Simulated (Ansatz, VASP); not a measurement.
**Two plane-wave programs on Al**

Contents of INCAR:

```
SYSTEM = Al
ALGO = Normal
EDIFF = 1E-7
ENCUT = 520
GGA = PE
ISIF = 2
ISMEAR = 0
LASPH = .True.
LCHARG = .False.
LREAL = .False.
LWAVE = .False.
NBANDS = 8
NELM = 60
PREC = Accurate
SIGMA = 0.05
```

File KPOINTS:

```
k-points
0
Gamma
  18 18 18
  0 0 0
```

File POSCAR:

```
Al
1.0
    0.0000000000      2.0476579416      2.0476579416
    2.0476579416      0.0000000000      2.0476579416
    2.0476579416      2.0476579416      0.0000000000
Al
1
Direct
    0.0000000000      0.0000000000      0.0000000000
```

Input for Ansatz:

```yaml
crystal:
  lattice:
    - [0.0, 2.0476579416, 2.0476579416]
    - [2.0476579416, 0.0, 2.0476579416]
    - [2.0476579416, 2.0476579416, 0.0]
  atoms:
    - { symbol: Al, position: [0.0, 0.0, 0.0] }
basis:
  ecutwfc: 420
  ecutrho_ratio: 4
kpoints:
  mp_grid: { grid: [18, 18, 18] }
hamiltonian:
  xc: pbe
scf:
  occupations: { method: gaussian, width: 0.05 }
output:
  forces: true
  stress: true
  eigenvalues: true
```

Alike in both runs: task single point; functional PBE; k mesh 18 × 18 × 18; occupations gaussian, width 0.05 eV; no spin polarisation.

|  | VASP | Ansatz |
| --- | --- | --- |
| version | VASP 6.6.1 | Ansatz 0.2.0 |
| potentials or method | VASP PAW PBE potentials, release 64 (Al), cutoff 520 eV | scalar-relativistic, plane waves, PAW |
| valence electrons in the cell | 3 | 3 |

|  | VASP | Ansatz | Ansatz less VASP |
| --- | --- | --- | --- |
| gap on the k mesh at the Fermi level (eV) | none | none | - |
| pressure (GPa) | -2.8 | -2.8 | +0.04 |

A gap of «none» marks a metal or a gap that the smearing closes.
